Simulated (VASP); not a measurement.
# CoO (R-3m) in VASP: settings compared, part 2 of 3

VASP 6.6.1. Earlier steps stand in the parts before.

### Step 3. Single point, PBE, collinear spin, ferromagnetic start

INCAR reads:

```
PREC = Accurate
ENCUT = 520
EDIFF = 1E-7
ISMEAR = 0
SIGMA = 0.028000000000000004
LREAL = False
LASPH = True
NELM = 150
ALGO = Normal
ISIF = 2
LWAVE = False
LCHARG = False
ISPIN = 2
MAGMOM = 2 0
LORBIT = 11
LMAXMIX = 4
GGA = PE
NBANDS = 18
```

KPOINTS reads:

```
regular mesh
0
Gamma
  11 11 11
```

POSCAR reads:

```
CoO
1.0
    1.5054695445      0.8691832468      2.4399269062
   -1.5054695445      0.8691832468      2.4399269062
    0.0000000000     -1.7383664936      2.4399269062
Co O
1 1
Direct
    0.0000000000      0.0000000000      0.0000000000
    0.5000000000      0.5000000000      0.5000000000
```

Potentials or basis: VASP PAW PBE potentials, release 64 (Co, O).

Command:

```bash
$ cat potpaw_PBE.64/Co/POTCAR potpaw_PBE.64/O/POTCAR > POTCAR
$ mpirun -np 1 vasp_std > vasp.out
```

OUTCAR:

```text
PREC = Accurate
   ENCUT = 520
   EDIFF = 1E-7
   ISMEAR = 0
   LREAL = False
   LASPH = True
   NELM = 150
   ISIF = 2
   ISPIN = 2
   LORBIT = 11
   GGA = PE

 ion  position               nearest neighbor table
   1  0.000  0.000  0.000-   2 2.12   2 2.12   2 2.12   2 2.12   2 2.12   2 2.12
   2  0.500  0.500  0.500-   1 2.12   1 2.12   1 2.12   1 2.12   1 2.12   1 2.12

  LATTYP: Found a trigonal (rhomboedric) cell.
 ALAT       =     2.9958573687
 COS(alpha) =     0.4949531368

  Lattice vectors:

 A1 = (   1.5054695445,   0.8691832468,   2.4399269062)
 A2 = (  -1.5054695445,   0.8691832468,   2.4399269062)
 A3 = (   0.0000000000,  -1.7383664936,   2.4399269062)

Analysis of symmetry for initial positions (statically):
=====================================================================
 Subroutine PRICEL returns:
 Original cell was already a primitive cell.

 Routine SETGRP: Setting up the symmetry group for a
 trigonal (rhombohedral) supercell.

 Subroutine GETGRP returns: Found 12 space group operations
 (whereof 12 operations were pure point group operations)
 out of a pool of 12 trial point group operations.

The static configuration has the point symmetry D_3d.

Analysis of symmetry for dynamics (positions and initial velocities):
=====================================================================
 Subroutine PRICEL returns:
 Original cell was already a primitive cell.

 Routine SETGRP: Setting up the symmetry group for a
 trigonal (rhombohedral) supercell.

 Subroutine GETGRP returns: Found 12 space group operations
 (whereof 12 operations were pure point group operations)
 out of a pool of 12 trial point group operations.

The dynamic configuration has the point symmetry D_3d.

Analysis of structural, dynamic, and magnetic symmetry:
=====================================================================
 Subroutine PRICEL returns:
 Original cell was already a primitive cell.

 Routine SETGRP: Setting up the symmetry group for a
 trigonal (rhombohedral) supercell.

 Subroutine GETGRP returns: Found 12 space group operations
 (whereof 12 operations were pure point group operations)
 out of a pool of 12 trial point group operations.

The overall configuration has the point symmetry D_3d.

 Subroutine INISYM returns: Found 12 space group operations
 (whereof 12 operations are pure point group operations),
 and found     1 'primitive' translations

----------------------------------------------------------------------------------------

                                     Primitive cell

  volume of cell :      19.1563

  direct lattice vectors                    reciprocal lattice vectors
     1.505469544  0.869183247  2.439926906     0.332122295  0.191750896  0.136616114
    -1.505469544  0.869183247  2.439926906    -0.332122295  0.191750896  0.136616114
     0.000000000 -1.738366494  2.439926906     0.000000000 -0.383501793  0.136616114

  length of vectors
     2.995857369  2.995857369  2.995857369     0.407108816  0.407108816  0.407108816

  position of ions in fractional coordinates (direct lattice)
     0.000000000  0.000000000  0.000000000
     0.500000000  0.500000000  0.500000000

  ion indices of the primitive-cell ions
   primitive index   ion index
                 1           1
                 2           2

----------------------------------------------------------------------------------------

[... 65 lines left out ...]
   LSORBIT =      F    spin-orbit coupling
   LASPH  =      T    aspherical Exc in radial PAW
   ENCUT  =  520.0 eV  38.22 Ry    6.18 a.u.   5.57  5.57  5.57*2*pi/ulx,y,z
   NELM   =    150;   NELMIN=  2; NELMDL= -5     # of ELM steps
   EDIFF  = 0.1E-06   stopping-criterion for ELM
   LREAL  =      F    real-space projection
   EDIFFG = 0.1E-05   stopping-criterion for IOM
   NSW    =      0    number of steps for IOM
   IBRION =     -1    ionic relax: 0-MD 1-quasi-New 2-CG
   NFREE  =      0    steps in history (QN), initial steepest desc. (CG)
   ISIF   =      2    stress and relaxation
   ISYM   =      2    0-nonsym 1-usesym 2-fastsym
   POTIM  = 0.5000    time-step for ionic-motion
   TEBEG  =    0.0;   TEEND  =   0.0 temperature during run
   PSTRESS=    0.0 pullay stress
   NELECT =      15.0000    total number of electrons
   NUPDOWN=      -1.0000    fix difference up-down
   EMIN   =  10.00;   EMAX   =-10.00  energy-range for DOS
   EFERMI =   0.00;   METHOD = LEGACY
   ISMEAR =     0;   SIGMA  =   0.03  broadening in eV -4-tet -1-fermi 0-gaus
   EFERMI_NEDOS =   21; number of points for ismear=-14 and -15
   IALGO  =     38    algorithm
   IMIX   =      4    mixing-type and parameters
     AMIX     =   0.40;   BMIX     =  1.00
     AMIX_MAG =   1.60;   BMIX_MAG =  1.00
  volume/ion in A,a.u.               =       9.58        64.64
  Fermi-wavevector in a.u.,A,eV,Ry     =   1.508927  2.851458 30.978555  2.276860
  Thomas-Fermi vector in A             =   2.619316
   LORBIT       =     11    0 simple, 1 ext, 2 COOP (PROOUT), +10 PAW based schemes
   GGA     = PE    functional components
   LHFCALC =     F    Hartree Fock is set to
   AEXX    =    0.0000 exact exchange contribution
   IVDW    =     0    specifies the selected vdW correction
   LEPSILON=     F    determine dielectric tensor
   LRPA    =     F    only Hartree local field effects (RPA)
 spin polarized calculation
 Gauss-broadening in eV      SIGMA  =   0.03
  energy-cutoff  :      520.00
  volume of cell :       19.16
 maximum number of plane-waves:       532
   NGX = 11   NGY = 11   NGZ = 11

 number of electron      15.0000005 magnetization       2.8858853

 Free energy of the ion-electron system (eV)
  ---------------------------------------------------
  ext. energy  EPLUGINS =         0.00000000
  ---------------------------------------------------
  free energy    TOTEN  =       -13.04815167 eV

  energy without entropy =      -13.04653295  energy(sigma->0) =      -13.04734231

 E-fermi :   8.0421     XC(G=0): -12.4588

 val. band max:        8.0401950039   @ k =  -0.3636   0.4545   0.0909
 cond. band min:       8.0425926361   @ k =  -0.2727  -0.4545   0.0909
 fundamental gap:      0.0023976322
 Fermi energy:         8.0421004570

 spin component 1

 k-point     1 :       0.0000    0.0000    0.0000
  band No.  band energies     occupation
      1     -12.2434      1.00000
      2       4.7706      1.00000
      3       4.7706      1.00000
      4       4.8566      1.00000
      5       4.8566      1.00000
      6       4.9058      1.00000
[... 493 lines left out ...]
     17      35.8586      0.00000
     18      37.6559      0.00000

 [... further k-points ...]

 spin component 2

 k-point     1 :       0.0000    0.0000    0.0000
  band No.  band energies     occupation
      1     -11.7482      1.00000
      2       5.4085      1.00000
      3       5.4085      1.00000
      4       5.4618      1.00000
      5       6.9094      1.00000
      6       6.9094      1.00000
[... 493 lines left out ...]
     17      36.4567      0.00000
     18      38.2594      0.00000

 [... further k-points ...]

------------------------ aborting loop because EDIFF is reached ----------------------------------------

  FORCE on cell =-STRESS in cart. coord.  units (eV):
  Direction    XX          YY          ZZ          XY          YZ          ZX
  --------------------------------------------------------------------------------------
  -------------------------------------------------------------------------------------
  Total       -0.0649740     -0.0649740     -0.1511165      0.0000000      0.0000000     -0.0000000
  in kB       -5.4342425     -5.4342425    -12.6389504      0.0000000      0.0000000     -0.0000000
  external PRESSURE =      -7.8358118 kB  Pullay stress =       0.0000000 kB

 VOLUME and BASIS-vectors are now :
 -----------------------------------------------------------------------------
  energy-cutoff  :      520.00
  volume of cell :       19.16
      direct lattice vectors                 reciprocal lattice vectors
     1.505469544  0.869183247  2.439926906     0.332122295  0.191750896  0.136616114
    -1.505469544  0.869183247  2.439926906    -0.332122295  0.191750896  0.136616114
     0.000000000 -1.738366494  2.439926906     0.000000000 -0.383501793  0.136616114

 POSITION                                       TOTAL-FORCE (eV/Angst)
 -----------------------------------------------------------------------------------
      0.00000      0.00000      0.00000        -0.000000     -0.000000     -0.000000
      0.00000      0.00000      3.65989         0.000000      0.000000      0.000000
 -----------------------------------------------------------------------------------
    total drift:                               -0.000000      0.000000     -0.000000

  FREE ENERGIE OF THE ION-ELECTRON SYSTEM (eV)
  ---------------------------------------------------
  free  energy   TOTEN  =       -13.0481516711 eV

  energy  without entropy=      -13.0465329485  energy(sigma->0) =      -13.04734231

 total charge

# of ion       s       p       d       tot
------------------------------------------
    1        0.296   0.362   7.151   7.808
    2        1.556   3.427   0.000   4.983
--------------------------------------------------
tot          1.852   3.788   7.151  12.791

 magnetization (x)

# of ion       s       p       d       tot
------------------------------------------
    1        0.021   0.018   2.504   2.543
    2        0.029   0.265   0.000   0.294
--------------------------------------------------
tot          0.050   0.283   2.504   2.837
```

OSZICAR:

```text
N       E                     dE             d eps       ncg     rms          rms(c)
DAV:   1     0.776813097520E+02    0.77681E+02   -0.65440E+03 10960   0.958E+02
DAV:   2    -0.106312291329E+02   -0.88313E+02   -0.76224E+02 11040   0.222E+02
DAV:   3    -0.153800005097E+02   -0.47488E+01   -0.45858E+01 12222   0.546E+01
DAV:   4    -0.154280456562E+02   -0.48045E-01   -0.48008E-01 12870   0.525E+00
DAV:   5    -0.154291191589E+02   -0.10735E-02   -0.10733E-02 12954   0.786E-01    0.168E+01
DAV:   6    -0.142691861882E+02    0.11599E+01   -0.16569E+01 13654   0.602E+01    0.199E+01
DAV:   7    -0.131608098304E+02    0.11084E+01   -0.67433E+00 13080   0.465E+01    0.808E+00
DAV:   8    -0.130611542561E+02    0.99656E-01   -0.39926E-01 15040   0.971E+00    0.425E+00
DAV:   9    -0.130649614487E+02   -0.38072E-02   -0.23454E-01 15576   0.792E+00    0.304E+00
DAV:  10    -0.130511206393E+02    0.13841E-01   -0.77881E-02 15596   0.514E+00    0.841E-01
DAV:  11    -0.130481416263E+02    0.29790E-02   -0.26120E-02 14874   0.241E+00    0.240E-01
DAV:  12    -0.130481293319E+02    0.12294E-04   -0.25046E-03 15022   0.655E-01    0.690E-02
DAV:  13    -0.130481501096E+02   -0.20778E-04   -0.13286E-04 12478   0.126E-01    0.254E-02
DAV:  14    -0.130481515682E+02   -0.14586E-05   -0.83563E-06 14092   0.318E-02    0.186E-02
DAV:  15    -0.130481515674E+02    0.76170E-09   -0.45960E-06 13216   0.173E-02    0.103E-02
DAV:  16    -0.130481516576E+02   -0.90207E-07   -0.15867E-06 14028   0.143E-02    0.275E-03
DAV:  17    -0.130481516711E+02   -0.13502E-07   -0.52546E-07  8702   0.709E-03
   1 F= -.13048152E+02 E0= -.13047342E+02  d E =-.161872E-02  mag=     2.8861
```

stdout:

```text
POSCAR found type information on POSCAR CoO
 POSCAR found :  2 types and       2 ions
 scaLAPACK will be used
 LDA part: xc-table for (Slater+PW92), standard interpolation
 POSCAR, INCAR and KPOINTS ok, starting setup
 FFT: planning ... GRIDC
 FFT: planning ... GRID_SOFT
 FFT: planning ... GRID
 WAVECAR not read
 entering main loop
```

Wall time 2.1 min (1 thread of Intel Xeon 8259CL, shared host); peak memory 0.21 GiB.

What came out:

```yaml
Free_energy: -13.0482 eV
Pressure: -0.8 GPa
Net_moment: 2.89 μB per cell
Site_moments: Co +2.54; O +0.29 μB
Valence_electrons_inside_the_program's_atomic_spheres: Co 7.81; O 4.98
```

Levels at points of the mesh, in eV from the Fermi level:
Spin up:
| k point | band 6 | band 7 | band 8 | band 9 | band 10 | band 11 | band 12 | band 13 |
| --- | --- | --- | --- | --- | --- | --- | --- | --- |
| (0.00, 0.00, 0.00) | -3.14 | -3.10 | -3.10 | -3.04 | 1.03 | 16.88 | 18.12 | 18.12 |
Spin down:
| k point | band 3 | band 4 | band 5 | band 6 | band 7 | band 8 | band 9 | band 10 |
| --- | --- | --- | --- | --- | --- | --- | --- | --- |
| (0.00, 0.00, 0.00) | -2.63 | -2.58 | -1.13 | -1.13 | -1.12 | 0.04 | 0.04 | 1.57 |

Caveat: a cell with one magnetic atom can't hold antiferromagnetic order, which such compounds often take; semilocal functionals often make such compounds metallic where correlation or magnetic order opens a gap, which also shifts bond lengths.

(Continued in part 3 of 3.)
